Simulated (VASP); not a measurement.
# TaRu (Pm-3m) in VASP: further runs

TaRu is run at these levels: LDA; tasks: relaxation of cell and atoms, single point.

All numbers are computed with VASP 6.6.1; they aren't measurements. Logs are shortened: lines on timing, memory, paths and dates and some standing lists are left out, and cuts for length are marked.

### Step 1. The cell of the first run

The structure is cubic, space group Pm-3m (No. 221). The conventional cell has a = 3.121 Å, b = 3.121 Å, c = 3.121 Å, α = 90.00°, β = 90.00°, γ = 90.00°. Ta (site symmetry m-3m) has 8 Ru at 2.70 Å and 6 Ta at 3.12 Å within 3.6 Å. Ru (site symmetry m-3m) has 8 Ta at 2.70 Å and 6 Ru at 3.12 Å within 3.6 Å.

### Step 2. Relaxation of cell and atoms, LDA, target pressure 8 GPa, at which the enthalpy is minimised

INCAR

```
SYSTEM = TaRu
PREC     = Accurate       ! precision mode
ENCUT    = 600            ! plane-wave cutoff, eV
EDIFF    = 1E-6           ! SCF threshold, eV
ISMEAR   = -1             ! smearing method
SIGMA    = 0.15           ! smearing width, eV
LREAL    = .FALSE.        ! projectors in reciprocal space
LASPH    = .TRUE.         ! aspherical terms in the spheres
NELM     = 80             ! most SCF steps
ALGO     = Normal         ! electronic algorithm
ISIF     = 3              ! what is computed and relaxed
LWAVE    = .FALSE.        ! write WAVECAR
LCHARG   = .FALSE.        ! write CHGCAR
GGA      = CA             ! functional
IBRION   = 2              ! ionic algorithm
NSW      = 80             ! ionic steps
EDIFFG   = -0.001         ! ionic threshold
PSTRESS  = 80.0
```

KPOINTS

```
Automatic mesh
0
G
  14 14 14
  0 0 0
```

POSCAR

```
TaRu
1.0
    3.1205143655      0.0000000000      0.0000000000
    0.0000000000      3.1205143655      0.0000000000
    0.0000000000      0.0000000000      3.1205143655
Ta Ru
1 1
Direct
    0.5000000000      0.5000000000      0.5000000000
    0.0000000000      0.0000000000      0.0000000000
```

Potentials or basis: VASP PAW LDA potentials, release 64 (Ta_pv, Ru_pv).

On the command line:

```sh
$ cat potpaw_LDA.64/Ta_pv/POTCAR potpaw_LDA.64/Ru_pv/POTCAR > POTCAR
$ mpirun -np 1 vasp_std > vasp.out
```

OUTCAR:

```text
SYSTEM = TaRu
   PREC = Accurate
   ENCUT = 600
   EDIFF = 1E-6
   ISMEAR = -1
   LREAL = .FALSE.
   LASPH = .TRUE.
   NELM = 80
   ISIF = 3
   GGA = CA
   IBRION = 2
   NSW = 80
   EDIFFG = -0.001
   PSTRESS = 80.0

 ion  position               nearest neighbor table
   1  0.500  0.500  0.500-   2 2.70   2 2.70   2 2.70   2 2.70   2 2.70   2 2.70   2 2.70   2 2.70

   2  0.000  0.000  0.000-   1 2.70   1 2.70   1 2.70   1 2.70   1 2.70   1 2.70   1 2.70   1 2.70

  LATTYP: Found a simple cubic cell.
 ALAT       =     3.1205143655

  Lattice vectors:

 A1 = (   3.1205143655,   0.0000000000,   0.0000000000)
 A2 = (   0.0000000000,   3.1205143655,   0.0000000000)
 A3 = (   0.0000000000,   0.0000000000,   3.1205143655)

Analysis of symmetry for initial positions (statically):
=====================================================================
 Subroutine PRICEL returns:
 Original cell was already a primitive cell.

 Routine SETGRP: Setting up the symmetry group for a
 simple cubic supercell.

 Subroutine GETGRP returns: Found 48 space group operations
 (whereof 48 operations were pure point group operations)
 out of a pool of 48 trial point group operations.

The static configuration has the point symmetry O_h .

Analysis of symmetry for dynamics (positions and initial velocities):
=====================================================================
 Subroutine PRICEL returns:
 Original cell was already a primitive cell.

 Routine SETGRP: Setting up the symmetry group for a
 simple cubic supercell.

 Subroutine GETGRP returns: Found 48 space group operations
 (whereof 48 operations were pure point group operations)
 out of a pool of 48 trial point group operations.

The dynamic configuration has the point symmetry O_h .

 Subroutine INISYM returns: Found 48 space group operations
 (whereof 48 operations are pure point group operations),
 and found     1 'primitive' translations

----------------------------------------------------------------------------------------

                                     Primitive cell

  volume of cell :      30.3864

  direct lattice vectors                    reciprocal lattice vectors
     3.120514366  0.000000000  0.000000000     0.320459989  0.000000000  0.000000000
     0.000000000  3.120514366  0.000000000     0.000000000  0.320459989  0.000000000
     0.000000000  0.000000000  3.120514366     0.000000000  0.000000000  0.320459989

  length of vectors
     3.120514366  3.120514366  3.120514366     0.320459989  0.320459989  0.320459989

  position of ions in fractional coordinates (direct lattice)
     0.500000000  0.500000000  0.500000000
     0.000000000  0.000000000  0.000000000

  ion indices of the primitive-cell ions
   primitive index   ion index
                 1           1
                 2           2

----------------------------------------------------------------------------------------

 KPOINTS: Automatic mesh

Automatic generation of k-mesh.
 Grid dimensions read from file:
 generate k-points for:   14   14   14

 Generating k-lattice:

  Cartesian coordinates                     Fractional coordinates (reciprocal lattice)
     0.022889999  0.000000000  0.000000000     0.071428571  0.000000000  0.000000000
     0.000000000  0.022889999  0.000000000     0.000000000  0.071428571  0.000000000
     0.000000000  0.000000000  0.022889999     0.000000000  0.000000000  0.071428571

  Length of vectors
     0.022889999  0.022889999  0.022889999

  Shift w.r.t. Gamma in fractional coordinates (k-lattice)
     0.000000000  0.000000000  0.000000000

 Subroutine IBZKPT returns following result:
 ===========================================

 Found    120 irreducible k-points:

 Following reciprocal coordinates:
            Coordinates               Weight
  0.000000  0.000000  0.000000      1.000000
  0.071429  0.000000  0.000000      6.000000
  0.142857  0.000000  0.000000      6.000000
  0.214286  0.000000  0.000000      6.000000
  0.285714  0.000000  0.000000      6.000000
  0.357143  0.000000  0.000000      6.000000
[... 16 lines left out ...]
  0.285714  0.214286  0.000000     24.000000
  0.357143  0.214286  0.000000     24.000000
 [... further k-points ...]
   k-points           NKPTS =    120   k-points in BZ     NKDIM =    120   number of bands    NBANDS=     16
   number of dos      NEDOS =    301   number of ions     NIONS =      2
   total plane-waves  NPLWV =  21952
   dimension x,y,z NGX =    28 NGY =   28 NGZ =   28
   dimension x,y,z NGXF=    56 NGYF=   56 NGZF=   56
   ions per type =               1   1
   NGX,Y,Z   is equivalent  to a cutoff of  14.92, 14.92, 14.92 a.u.
   NGXF,Y,Z  is equivalent  to a cutoff of  29.83, 29.83, 29.83 a.u.
 SYSTEM =  TaRu
   PREC   = accura    normal or accurate (medium, high low for compatibility)
   ISTART =      0    job   : 0-new  1-cont  2-samecut
   ICHARG =      2    charge: 1-file 2-atom 10-const
   ISPIN  =      1    spin polarized calculation?
   LNONCOLLINEAR =      F non collinear calculations
   LSORBIT =      F    spin-orbit coupling
   LASPH  =      T    aspherical Exc in radial PAW
   ENCUT  =  600.0 eV  44.10 Ry    6.64 a.u.   6.23  6.23  6.23*2*pi/ulx,y,z
   NELM   =     80;   NELMIN=  2; NELMDL= -5     # of ELM steps
   EDIFF  = 0.1E-05   stopping-criterion for ELM
   LREAL  =      F    real-space projection
   EDIFFG = -.1E-02   stopping-criterion for IOM
   NSW    =     80    number of steps for IOM
   IBRION =      2    ionic relax: 0-MD 1-quasi-New 2-CG
   NFREE  =      1    steps in history (QN), initial steepest desc. (CG)
   ISIF   =      3    stress and relaxation
   ISYM   =      2    0-nonsym 1-usesym 2-fastsym
   POTIM  = 0.5000    time-step for ionic-motion
   TEBEG  =    0.0;   TEEND  =   0.0 temperature during run
   PSTRESS=   80.0 pullay stress
   NELECT =      25.0000    total number of electrons
   NUPDOWN=      -1.0000    fix difference up-down
   EMIN   =  10.00;   EMAX   =-10.00  energy-range for DOS
   EFERMI =   0.00;   METHOD = LEGACY
   ISMEAR =    -1;   SIGMA  =   0.15  broadening in eV -4-tet -1-fermi 0-gaus
   EFERMI_NEDOS =   21; number of points for ismear=-14 and -15
   IALGO  =     38    algorithm
   IMIX   =      4    mixing-type and parameters
     AMIX     =   0.40;   BMIX     =  1.00
     AMIX_MAG =   1.60;   BMIX_MAG =  1.00
  volume/ion in A,a.u.               =      15.19       102.53
  Fermi-wavevector in a.u.,A,eV,Ry     =   1.534012  2.898862 32.017116  2.353192
  Thomas-Fermi vector in A             =   2.640999
   LORBIT       =      0    0 simple, 1 ext, 2 COOP (PROOUT), +10 PAW based schemes
   GGA     = CA    functional components
   LHFCALC =     F    Hartree Fock is set to
   AEXX    =    0.0000 exact exchange contribution
   IVDW    =     0    specifies the selected vdW correction
   LEPSILON=     F    determine dielectric tensor
   LRPA    =     F    only Hartree local field effects (RPA)
 conjugate gradient relaxation of ions
 non-spin polarized calculation
  energy-cutoff  :      600.00
  volume of cell :       30.39
 maximum number of plane-waves:      1064
 NGX is ok and might be reduce to    28
   NGX = 13   NGY = 13   NGZ = 13

--------------------------------------- Ionic step        1  -------------------------------------------

 number of electron      24.9999998 magnetization

 Free energy of the ion-electron system (eV)
  ---------------------------------------------------
  ext. energy  EPLUGINS =         0.00000000
  ---------------------------------------------------
  free energy    TOTEN  =       -24.09882162 eV

  energy without entropy =      -23.92162579  energy(sigma->0) =      -24.01022371

 E-fermi :   9.9636     XC(G=0): -13.7031

 val. band max:        9.9527002211   @ k =   0.5000   0.3571   0.0000
 cond. band min:       9.9710552187   @ k =   0.2143   0.0714   0.0000
 fundamental gap:      0.0183549975
 Fermi energy:         9.9636495142

 k-point     1 :       0.0000    0.0000    0.0000
  band No.  band energies     occupation
      1     -33.0677      2.00000
      2     -33.0677      2.00000
      3     -33.0677      2.00000
      4     -24.7206      2.00000
      5     -24.7206      2.00000
      6     -24.7206      2.00000
[... 433 lines left out ...]
      3     -33.0415      2.00000
      4     -25.0266      2.00000
      5     -24.8483      2.00000
      6     -24.7121      2.00000
[... 8 lines left out ...]
     15      11.5574      0.00005
     16      11.6221      0.00003

 [... further k-points ...]

------------------------ aborting loop because EDIFF is reached ----------------------------------------

  FORCE on cell =-STRESS in cart. coord.  units (eV):
  Direction    XX          YY          ZZ          XY          YZ          ZX
  --------------------------------------------------------------------------------------
  -------------------------------------------------------------------------------------
  Total        0.1997750      0.1997750      0.1997750     -0.0000000     -0.0000000     -0.0000000
  in kB       10.5335123     10.5335123     10.5335123     -0.0000000     -0.0000000     -0.0000000
  external PRESSURE =     -69.4664877 kB  Pullay stress =      80.0000000 kB
[... 97 lines left out ...]
  energy  without entropy=      -23.9079317798  energy(sigma->0) =      -23.99433272

  enthalpy is  TOTEN    =       -22.5968284999 eV   P V=        1.4839051506

[... ionic steps 4 to 15 ...]

--------------------------------------- Ionic step       16  -------------------------------------------

 number of electron      25.0000001 magnetization

------------------------ aborting loop because EDIFF is reached ----------------------------------------
[... 71 lines left out ...]
--------------------------------------- Ionic step       18  -------------------------------------------

 number of electron      25.0000001 magnetization

 Free energy of the ion-electron system (eV)
  ---------------------------------------------------
  ext. energy  EPLUGINS =         0.00000000
  ---------------------------------------------------
  free energy    TOTEN  =       -24.07969776 eV

  energy without entropy =      -23.90703731  energy(sigma->0) =      -23.99336754

 E-fermi :  10.2870     XC(G=0): -13.8325

 val. band max:       10.2821227550   @ k =   0.5000   0.3571   0.0000
 cond. band min:      10.2922207426   @ k =   0.3571   0.2857   0.0714
 fundamental gap:      0.0100979876
 Fermi energy:        10.2870138761

 k-point     1 :       0.0000    0.0000    0.0000
  band No.  band energies     occupation
      1     -32.7972      2.00000
      2     -32.7972      2.00000
      3     -32.7972      2.00000
      4     -24.3568      2.00000
      5     -24.3568      2.00000
      6     -24.3568      2.00000
[... 433 lines left out ...]
      3     -32.7680      2.00000
      4     -24.6902      2.00000
      5     -24.4959      2.00000
      6     -24.3491      2.00000
[... 8 lines left out ...]
     15      11.9362      0.00003
     16      11.9823      0.00002

 [... further k-points ...]

------------------------ aborting loop because EDIFF is reached ----------------------------------------

  FORCE on cell =-STRESS in cart. coord.  units (eV):
  Direction    XX          YY          ZZ          XY          YZ          ZX
  --------------------------------------------------------------------------------------
  -------------------------------------------------------------------------------------
  Total        1.4827223      1.4827223      1.4827223      0.0000000     -0.0000000      0.0000000
  in kB       79.9929546     79.9929546     79.9929546      0.0000000     -0.0000000      0.0000000
  external PRESSURE =      -0.0070454 kB  Pullay stress =      80.0000000 kB
[... 21 lines left out ...]
  energy  without entropy=      -23.9070373094  energy(sigma->0) =      -23.99336754

  enthalpy is  TOTEN    =       -22.5968448757 eV   P V=        1.4828528878

 reached required accuracy - stopping structural energy minimisation
```

Run time: 10 min. Hardware: 1 thread of Intel Xeon 8259CL, shared host; peak memory 0.22 GiB.

Results:

```yaml
Free_energy: -24.0797 eV
Relaxed_volume: 14.85 Å³/atom
Relaxed_cell: a = 3.097 Å, b = 3.097 Å, c = 3.097 Å, α = 90.00°, β = 90.00°, γ = 90.00°
Space_group_after_relaxing_to_0.1_Å: Pm-3m (No. 221)
Energy_change_on_relaxing_the_run_minimises_the_enthalpy: +9.6 meV/atom
Ionic_steps: 18
Pressure_after_relaxing: 8.0 GPa
Band_gap_on_the_k_mesh: zero (an odd number of electrons rules out a gap without spin polarisation)
```

Step by step:
```csv
step,energy change (eV),largest force (eV/Å),pressure (GPa),volume (Å³)
1,0.0000,0.0000,1.05,30.39
2,0.2945,0.0000,35.37,27.58
3,0.0181,0.0000,7.73,29.72
4,0.0192,0.0000,7.99,29.70
5,0.0199,0.0000,8.14,29.68
6,0.0175,0.0000,7.65,29.73
7,0.0192,0.0000,7.98,29.70
8,0.0193,0.0000,8.02,29.69
9,0.0193,0.0000,8.04,29.69
10,0.0192,0.0000,7.96,29.70
11,0.0192,0.0000,8.05,29.70
12,0.0190,0.0000,7.97,29.70
13,0.0191,0.0000,7.98,29.70
14,0.0191,0.0000,8.06,29.70
15,0.0191,0.0000,7.92,29.70
16,0.0191,0.0000,8.03,29.70
17,0.0191,0.0000,7.96,29.70
18,0.0191,0.0000,8.00,29.70
```

Final structure:
```
CELL_PARAMETERS angstrom
3.09675 0.00000 0.00000
0.00000 3.09675 0.00000
0.00000 0.00000 3.09675
ATOMIC_POSITIONS crystal
Ta 0.50000 0.50000 0.50000
Ru 0.00000 0.00000 0.00000
```

Caveat: the cell is relaxed towards a set pressure, so the run minimises the enthalpy, not the energy; spin-orbit coupling is left out, which moves the levels of the heavy elements. Zero-point motion and thermal expansion aren't in these numbers.

### Step 3. Single point, LDA

INCAR

```
PREC = Accurate ; ENCUT = 520
EDIFF = 1E-6 ; ISMEAR = -1
SIGMA = 0.15 ; LREAL = False
LASPH = True ; NELM = 100
ALGO = Normal ; ISIF = 2
LWAVE = False ; LCHARG = False
NBANDS = 20
```

KPOINTS

```
regular mesh
0
Gamma
  14 14 14
```

POSCAR is that of step 2.

Potentials or basis: VASP PAW LDA potentials, release 64 (Ta_pv, Ru_pv).

On the command line:

```sh
$ cat potpaw_LDA.64/Ta_pv/POTCAR potpaw_LDA.64/Ru_pv/POTCAR > POTCAR
$ mpirun -np 1 vasp_std > vasp.out
```

Wall time 100 s (1 thread of AMD EPYC 7R43 (Zen 3), shared host); peak memory 0.15 GiB.

Results (log left out):

```yaml
Free_energy: -24.0986 eV
Pressure: 1.1 GPa
Band_gap_on_the_k_mesh: zero (an odd number of electrons rules out a gap without spin polarisation)
```

Levels at points of the mesh, in eV from the Fermi level:
| k point | band 9 | band 10 | band 11 | band 12 | band 13 | band 14 | band 15 | band 16 |
| --- | --- | --- | --- | --- | --- | --- | --- | --- |
| (0.00, 0.00, 0.00) | -6.30 | -2.50 | -2.50 | -2.50 | 1.07 | 1.07 | 4.37 | 4.37 |
| (0.50, 0.00, 0.00) | -4.15 | -2.58 | -2.45 | -2.45 | -1.42 | -0.05 | -0.05 | 0.98 |
| (0.50, 0.50, 0.00) | -4.32 | -4.32 | -0.33 | 0.14 | 0.79 | 0.79 | 1.74 | 4.35 |
| (0.50, 0.50, 0.50) | -3.85 | -3.09 | -3.09 | -3.09 | -0.25 | -0.25 | 4.55 | 4.55 |

Caveat: spin-orbit coupling is left out, which moves the levels of the heavy elements.
